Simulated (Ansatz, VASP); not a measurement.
## Two plane-wave programs on H2CI2

```
CELL_PARAMETERS angstrom
0.00000 6.34305 2.34588
3.63920 0.00000 2.34588
3.63920 6.34305 0.00000
ATOMIC_POSITIONS crystal
H 0.73830 0.98848 0.26170
H 0.98848 0.73830 0.01152
C 0.99416 0.99416 0.00584
I 0.38776 0.10732 0.89268
I 0.10732 0.38776 0.61224
```

Alike in both runs: functional PBEsol; k mesh 6 × 6 × 6; occupations gaussian, width 0.1 eV; no spin polarisation.

Ansatz relaxed the structure, and its values are those at the end. VASP's run is a single point on that final structure, the one shown.

```csv
,VASP,Ansatz
version,VASP 6.6.1,Ansatz 0.2.0
potentials or method,"VASP PAW PBE potentials, release 64 (H, C, I), cutoff 600 eV","scalar-relativistic, plane waves, PAW"
valence electrons in the cell,20,40
```

VASP gave:

* gap on the k mesh at the Fermi level (eV): 2.68
* least direct gap on the mesh (eV): 2.80
* pressure (GPa): 0.0
* rms of the force components (eV/Å): 0.013

Task: Which values does Ansatz return?

Result: gap on the k mesh at the Fermi level (eV): 2.66; least direct gap on the mesh (eV): 2.78; pressure (GPa): -0.1; rms of the force components (eV/Å): 0.008.

VASP's potentials were made for PBE, not for PBEsol. VASP's potentials hold 20 valence electrons a cell and Ansatz's 40, so a difference there can come from the potentials and not from the codes.

Spin-orbit coupling is off throughout.
